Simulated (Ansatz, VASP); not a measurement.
## One calculation of BN, two programs

```
B N
1.0
     0.00000    3.49532    2.16609
     1.25163    0.00000    2.16609
     1.25163    3.49532    0.00000
B N
1 1
Direct
  0.00005 0.00005 0.99995
  0.66667 0.66667 0.33333
```

Alike in both runs: task single point; functional PBEsol; k mesh 6 × 6 × 6; no spin polarisation.

|  | VASP | Ansatz |
| --- | --- | --- |
| version | VASP 6.6.1 | Ansatz 0.2.0 |
| potentials or method | VASP PAW PBE potentials, release 64 (B, N) | plane waves, PAW |
| plane-wave cutoff (eV) | 600 | 420 |
| occupations | gaussian, width 0.01 eV | fixed |
| valence electrons in the cell | 8 | 8 |

```csv
,VASP,Ansatz,Ansatz less VASP
gap on the k mesh at the Fermi level (eV),3.74,3.75,+0.010
```

VASP's potentials were made for PBE, not for PBEsol.

The k mesh is coarse, so the values compare programs but aren't converged.
